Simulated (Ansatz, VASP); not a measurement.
**One calculation of Si16C16O, two programs**

```
Si C O
1.0
    -4.37971    4.37971   -4.37971
     4.37971    4.37971    4.37971
     4.37971   -4.37971   -4.37971
Si C O
16 16 1
Direct
  0.99986 0.99394 0.74504
  0.99985 0.24573 0.48797
  0.99987 0.49481 0.24970
  0.99988 0.74520 0.99904
  0.25054 0.99587 0.50042
  0.23813 0.24571 0.24972
  0.25104 0.49767 0.99812
  0.25149 0.74930 0.75254
  0.49508 0.99388 0.24967
  0.49708 0.24648 0.99856
  0.50466 0.49867 0.75448
  0.50267 0.74927 0.50135
  0.76160 0.00742 0.01146
  0.74870 0.24649 0.74694
  0.74826 0.49768 0.50091
  0.74920 0.74520 0.24975
  0.99986 0.98383 0.98213
  0.99986 0.25048 0.74632
  0.99987 0.51571 0.50852
  0.99988 0.75173 0.24973
  0.25098 0.00085 0.74925
  0.26750 0.25141 0.51730
  0.25867 0.51572 0.24969
  0.24822 0.74971 0.99858
  0.49933 0.00083 0.50081
  0.49644 0.25050 0.24968
  0.50042 0.50136 0.00135
  0.50331 0.75395 0.75313
  0.73222 0.98376 0.24966
  0.74107 0.25694 0.99090
  0.75153 0.50136 0.75023
  0.74876 0.74973 0.49814
  0.99985 0.23793 0.24974
```

Alike in both runs: functional PBE; k mesh 1 × 1 × 1; occupations fermi-dirac, width 0.01 eV; no spin polarisation.

Ansatz relaxed the structure, and its values are those at the end. VASP's run is a single point on that final structure, the one shown.

```csv
,VASP,Ansatz
version,VASP 6.6.1,Ansatz 0.2.0
potentials or method,"VASP PAW PBE potentials, release 64 (Si, C, O), cutoff 520 eV",plane-wave PAW DFT
valence electrons in the cell,134,134
```

|  | VASP | Ansatz | Ansatz less VASP |
| --- | --- | --- | --- |
| rms of the force components (eV/Å) | 0.008 | 0.004 | -0.0047 |
